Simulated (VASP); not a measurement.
# Cd in VASP: single point with PBE

Aim: the single point of Cd with PBE.

Everything below comes from runs of VASP 6.6.1. Logs are shortened: lines on timing, memory, paths and dates and some standing lists are left out, and cuts for length are marked.

## Step 1: The cell of the first run

The cell holds a wire or tube with vacuum around it, 2 atoms: a = 9.000 Å, b = 9.300 Å, c = 6.479 Å, α = 90.00°, β = 90.00°, γ = 90.00°.

## Step 2: Single point, PBE, collinear spin

INCAR reads:

```
SYSTEM = Cd
ALGO = Normal ; EDIFF = 1E-7
ENCUT = 520 ; GGA = PE
ISIF = 2 ; ISMEAR = 0
ISPIN = 2 ; LASPH = .TRUE.
LCHARG = .TRUE. ; LELF = .TRUE.
LORBIT = 11 ; LREAL = .FALSE.
LVHAR = .TRUE. ; LWAVE = .FALSE.
MAGMOM = 0.5 0.5 ; NBANDS = 23
NELM = 150 ; PREC = Accurate
SIGMA = 0.05
```

KPOINTS reads:

```
k-points
0
G
  1 1 12
  0 0 0
```

POSCAR reads:

```
Cd
1.0
    9.0000000000      0.0000000000      0.0000000000
    0.0000000000      9.3000000000      0.0000000000
    0.0000000000      0.0000000000      6.4791880002
Cd
2
Direct
    0.5000000000      0.5000000000     -0.0174996452
    0.5000000000      0.5000000000      0.4824996452
```

Potentials or basis: VASP PAW PBE potentials, release 64 (Cd).

Run with:

```
> cat potpaw_PBE.64/Cd/POTCAR > POTCAR
> mpirun -np 1 vasp_std > vasp.out
```

OUTCAR:

```text
SYSTEM = Cd
   EDIFF = 1E-7
   ENCUT = 520
   GGA = PE
   ISIF = 2
   ISMEAR = 0
   ISPIN = 2
   LASPH = .TRUE.
   LORBIT = 11
   LREAL = .FALSE.
   NELM = 150
   PREC = Accurate

 ion  position               nearest neighbor table
   1  0.500  0.500  0.983-   2 3.24   2 3.24
   2  0.500  0.500  0.482-   1 3.24   1 3.24

  LATTYP: Found a simple orthorhombic cell.
 ALAT       =     6.4791880002
 B/A-ratio  =     1.3890629504
 C/A-ratio  =     1.4353650488

  Lattice vectors:

 A1 = (   0.0000000000,   0.0000000000,   6.4791880002)
 A2 = (   9.0000000000,   0.0000000000,   0.0000000000)
 A3 = (   0.0000000000,   9.3000000000,   0.0000000000)

Analysis of symmetry for initial positions (statically):
=====================================================================
 Subroutine PRICEL returns following result:

  LATTYP: Found a simple orthorhombic cell.
 ALAT       =     3.2395894025
 B/A-ratio  =     2.7781298436
 C/A-ratio  =     2.8707341717
[... 12 lines left out ...]
 Subroutine GETGRP returns: Found  8 space group operations
 (whereof  4 operations were pure point group operations)
 out of a pool of  8 trial point group operations.

The static configuration has the point symmetry C_2v.
 The point group associated with its full space group is D_2h.

Analysis of symmetry for dynamics (positions and initial velocities):
=====================================================================
 Subroutine PRICEL returns following result:

  LATTYP: Found a simple orthorhombic cell.
 ALAT       =     3.2395894025
 B/A-ratio  =     2.7781298436
 C/A-ratio  =     2.8707341717
[... 12 lines left out ...]
 Subroutine GETGRP returns: Found  8 space group operations
 (whereof  4 operations were pure point group operations)
 out of a pool of  8 trial point group operations.

The dynamic configuration has the point symmetry C_2v.
 The point group associated with its full space group is D_2h.

Analysis of structural, dynamic, and magnetic symmetry:
=====================================================================
 Subroutine PRICEL returns following result:

  LATTYP: Found a simple orthorhombic cell.
 ALAT       =     3.2395894025
 B/A-ratio  =     2.7781298436
 C/A-ratio  =     2.8707341717
[... 12 lines left out ...]
 Subroutine GETGRP returns: Found  8 space group operations
 (whereof  4 operations were pure point group operations)
 out of a pool of  8 trial point group operations.

The overall configuration has the point symmetry C_2v.
 The point group associated with its full space group is D_2h.

 Subroutine INISYM returns: Found  8 space group operations
 (whereof  4 operations are pure point group operations),
 and found     2 'primitive' translations

----------------------------------------------------------------------------------------

                                     Primitive cell

  volume of cell :     271.1536

  direct lattice vectors                    reciprocal lattice vectors
     0.000000000  0.000000000  3.239589402     0.000000000  0.000000000  0.308681094
     9.000000000  0.000000000  0.000000000     0.111111111  0.000000000  0.000000000
     0.000000000  9.300000000  0.000000000     0.000000000  0.107526882  0.000000000

  length of vectors
     3.239589402  9.000000000  9.300000000     0.308681094  0.111111111  0.107526882

  position of ions in fractional coordinates (direct lattice)
     0.965003498  0.500000000  0.500000000

  ion indices of the primitive-cell ions
   primitive index   ion index
                 1           1

----------------------------------------------------------------------------------------

 KPOINTS: k-points

Automatic generation of k-mesh.
 Grid dimensions read from file:
 generate k-points for:    1    1   12

 Generating k-lattice:

  Cartesian coordinates                     Fractional coordinates (reciprocal lattice)
     0.111111111  0.000000000  0.000000000     1.000000000  0.000000000  0.000000000
     0.000000000  0.107526882  0.000000000     0.000000000  1.000000000  0.000000000
     0.000000000  0.000000000  0.012861694     0.000000000  0.000000000  0.083333333

  Length of vectors
     0.111111111  0.107526882  0.012861694

  Shift w.r.t. Gamma in fractional coordinates (k-lattice)
     0.000000000  0.000000000  0.000000000

 Subroutine IBZKPT returns following result:
 ===========================================

 Found      7 irreducible k-points:

 Following reciprocal coordinates:
            Coordinates               Weight
  0.000000  0.000000  0.000000      1.000000
  0.000000  0.000000  0.083333      2.000000
  0.000000  0.000000  0.166667      2.000000
  0.000000  0.000000  0.250000      2.000000
  0.000000  0.000000  0.333333      2.000000
  0.000000  0.000000  0.416667      2.000000
  0.000000  0.000000  0.500000      1.000000
   k-points           NKPTS =      7   k-points in BZ     NKDIM =      7   number of bands    NBANDS=     23
   number of dos      NEDOS =    301   number of ions     NIONS =      2
   total plane-waves  NPLWV = 235200
   dimension x,y,z NGX =    70 NGY =   70 NGZ =   48
   dimension x,y,z NGXF=   140 NGYF=  140 NGZF=   96
   ions per type =               2
   NGX,Y,Z   is equivalent  to a cutoff of  12.93, 12.51, 12.32 a.u.
   NGXF,Y,Z  is equivalent  to a cutoff of  25.86, 25.03, 24.63 a.u.
 SYSTEM =  Cd
   PREC   = accura    normal or accurate (medium, high low for compatibility)
   ISTART =      0    job   : 0-new  1-cont  2-samecut
   ICHARG =      2    charge: 1-file 2-atom 10-const
   ISPIN  =      2    spin polarized calculation?
   LNONCOLLINEAR =      F non collinear calculations
   LSORBIT =      F    spin-orbit coupling
   LASPH  =      T    aspherical Exc in radial PAW
   ENCUT  =  520.0 eV  38.22 Ry    6.18 a.u.  16.73 17.29 12.05*2*pi/ulx,y,z
   NELM   =    150;   NELMIN=  2; NELMDL= -5     # of ELM steps
   EDIFF  = 0.1E-06   stopping-criterion for ELM
   LREAL  =      F    real-space projection
   EDIFFG = 0.1E-05   stopping-criterion for IOM
   NSW    =      0    number of steps for IOM
   IBRION =     -1    ionic relax: 0-MD 1-quasi-New 2-CG
   NFREE  =      0    steps in history (QN), initial steepest desc. (CG)
   ISIF   =      2    stress and relaxation
   ISYM   =      2    0-nonsym 1-usesym 2-fastsym
   POTIM  = 0.5000    time-step for ionic-motion
   TEBEG  =    0.0;   TEEND  =   0.0 temperature during run
   PSTRESS=    0.0 pullay stress
   NELECT =      24.0000    total number of electrons
   NUPDOWN=      -1.0000    fix difference up-down
   EMIN   =  10.00;   EMAX   =-10.00  energy-range for DOS
   EFERMI =   0.00;   METHOD = LEGACY
   ISMEAR =     0;   SIGMA  =   0.05  broadening in eV -4-tet -1-fermi 0-gaus
   EFERMI_NEDOS =   21; number of points for ismear=-14 and -15
   IALGO  =     38    algorithm
   IMIX   =      4    mixing-type and parameters
     AMIX     =   0.40;   BMIX     =  1.00
     AMIX_MAG =   1.60;   BMIX_MAG =  1.00
  volume/ion in A,a.u.               =     271.15      1829.84
  Fermi-wavevector in a.u.,A,eV,Ry     =   0.579068  1.094281  4.562309  0.335320
  Thomas-Fermi vector in A             =   1.622628
   LORBIT       =     11    0 simple, 1 ext, 2 COOP (PROOUT), +10 PAW based schemes
   GGA     = PE    functional components
   LHFCALC =     F    Hartree Fock is set to
   AEXX    =    0.0000 exact exchange contribution
   IVDW    =     0    specifies the selected vdW correction
   LEPSILON=     F    determine dielectric tensor
   LRPA    =     F    only Hartree local field effects (RPA)
 spin polarized calculation
 Gauss-broadening in eV      SIGMA  =   0.05
  energy-cutoff  :      520.00
  volume of cell :      542.31
 maximum number of plane-waves:     14632
 NGX is ok and might be reduce to    70
   NGX = 33   NGY = 35   NGZ = 25

 number of electron      24.0000007 magnetization       0.0000332

 number of electron      24.0000007 magnetization      -0.0000169

 Free energy of the ion-electron system (eV)
  ---------------------------------------------------
  ext. energy  EPLUGINS =         0.00000000
  ---------------------------------------------------
  free energy    TOTEN  =        -0.21002064 eV

  energy without entropy =       -0.21002064  energy(sigma->0) =       -0.21002064

 E-fermi :  -2.7947     XC(G=0):  -2.1831

 val. band max:       -3.0116616997   @ k =   0.0000   0.0000   0.0000
 cond. band min:      -2.0669745282   @ k =   0.0000   0.0000   0.0000
 fundamental gap:      0.9446871715
 Fermi energy:        -2.7946512818

 spin component 1

 k-point     1 :       0.0000    0.0000    0.0000
  band No.  band energies     occupation
      1     -11.5446      1.00000
      2     -11.3327      1.00000
      3     -11.3326      1.00000
      4     -11.2428      1.00000
      5     -11.2428      1.00000
      6     -11.2024      1.00000
[... 171 lines left out ...]
     22       2.5560      0.00000
     23       3.0560      0.00000
 Fermi energy:        -2.7946512818

 spin component 2

 k-point     1 :       0.0000    0.0000    0.0000
  band No.  band energies     occupation
      1     -11.5446      1.00000
      2     -11.3327      1.00000
      3     -11.3326      1.00000
      4     -11.2428      1.00000
      5     -11.2428      1.00000
      6     -11.2024      1.00000
[... 171 lines left out ...]
     22       2.5560      0.00000
     23       3.0574      0.00000

------------------------ aborting loop because EDIFF is reached ----------------------------------------

  FORCE on cell =-STRESS in cart. coord.  units (eV):
  Direction    XX          YY          ZZ          XY          YZ          ZX
  --------------------------------------------------------------------------------------
  -------------------------------------------------------------------------------------
  Total       -0.0573355     -0.0428759      0.0304074      0.0000000      0.0000000      0.0000000
  in kB       -0.1693902     -0.1266711      0.0898345      0.0000000      0.0000000      0.0000000
  external PRESSURE =      -0.0687422 kB  Pullay stress =       0.0000000 kB

 VOLUME and BASIS-vectors are now :
 -----------------------------------------------------------------------------
  energy-cutoff  :      520.00
  volume of cell :      542.31
      direct lattice vectors                 reciprocal lattice vectors
     9.000000000  0.000000000  0.000000000     0.111111111  0.000000000  0.000000000
     0.000000000  9.300000000  0.000000000     0.000000000  0.107526882  0.000000000
     0.000000000  0.000000000  6.479188000     0.000000000  0.000000000  0.154340328

 POSITION                                       TOTAL-FORCE (eV/Angst)
 -----------------------------------------------------------------------------------
      4.50000      4.65000      6.36580         0.000000      0.000000      0.000000
      4.50000      4.65000      3.12621         0.000000      0.000000      0.000000
 -----------------------------------------------------------------------------------
    total drift:                                0.000000      0.000000      0.001700

  FREE ENERGIE OF THE ION-ELECTRON SYSTEM (eV)
  ---------------------------------------------------
  free  energy   TOTEN  =        -0.2100206385 eV

  energy  without entropy=       -0.2100206385  energy(sigma->0) =       -0.21002064

 total charge

# of ion       s       p       d       tot
------------------------------------------
    1        0.736   0.049   9.508  10.293
    2        0.736   0.049   9.508  10.293
--------------------------------------------------
tot          1.472   0.098  19.015  20.586

 magnetization (x)

# of ion       s       p       d       tot
------------------------------------------
    1       -0.000   0.000   0.000  -0.000
    2       -0.000   0.000   0.000  -0.000
--------------------------------------------------
tot         -0.000   0.000   0.000  -0.000
```

It took 2.6 min on 1 thread of AMD EPYC 9R45 (Zen 5), shared host; peak memory 0.69 GiB.

Results:

```
Free energy                                           : -0.2100 eV
Band gap on the k mesh                                : 0.94 eV
Net moment                                            : 0.00 μB per cell
Valence electrons inside the program's atomic spheres : Cd 10.29
```
